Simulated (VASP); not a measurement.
Write the native input for VASP 6.6.1 that does the following.

```
Task                   : single point
Functional             : PBE
Potentials or basis    : VASP PAW PBE potentials, release 64 (Al, In_d)
Cutoff                 : 520 eV
k mesh                 : 10 × 10 × 5
Occupations            : fermi-dirac, width 0.05 eV
Spin                   : no spin polarisation
Dipole correction      : no
Further INCAR settings : ALGO = Normal; EDIFF = 1e-06; NBANDS = 15
```

The structure of AlIn lies in POSCAR:

```
AlIn
1.0
    3.0541300000      0.0000000000      0.0000000000
   -1.5270700000      2.6449600000      0.0000000000
    0.0000000000      0.0000000000      5.8280200000
Al In
1 1
Direct
    0.0000000000      0.0000000000      0.0000000000
    0.0000000000      0.0000000000      0.5000000000
```

These files were run (other wordings do the same):

INCAR

```
SYSTEM = AlIn
PREC = Accurate ; ENCUT = 520
EDIFF = 1E-6 ; ISMEAR = -1
SIGMA = 0.05 ; LREAL = .False.
LASPH = .True. ; NELM = 60
ALGO = Normal ; ISIF = 2
LWAVE = .False. ; LCHARG = .True.
GGA = PE ; LELF = .True.
LVHAR = .True. ; NBANDS = 15
```

KPOINTS

```
Automatic mesh
0
Gamma
  10 10 5
  0 0 0
```

Potentials or basis: VASP PAW PBE potentials, release 64 (Al, In_d).

The run is started by

```bash
$ cat potpaw_PBE.64/Al/POTCAR potpaw_PBE.64/In_d/POTCAR > POTCAR
$ mpirun -np 1 vasp_std > vasp.out
```

Results of the run:

| Item | Value |
| --- | --- |
| Pressure | -0.1 GPa |
| Band gap on the k mesh | zero (band 8 reaches 8.22 eV, above the bottom of band 9 at 4.64 eV) |

Caveat: spin-orbit coupling is left out, which moves the levels of the heavy elements.

Run time: 19 s on 1 thread of Intel(R) Xeon(R) Platinum 8375C CPU @ 2.90GHz (Ice Lake) (shared host), peak memory 0.18 GiB.
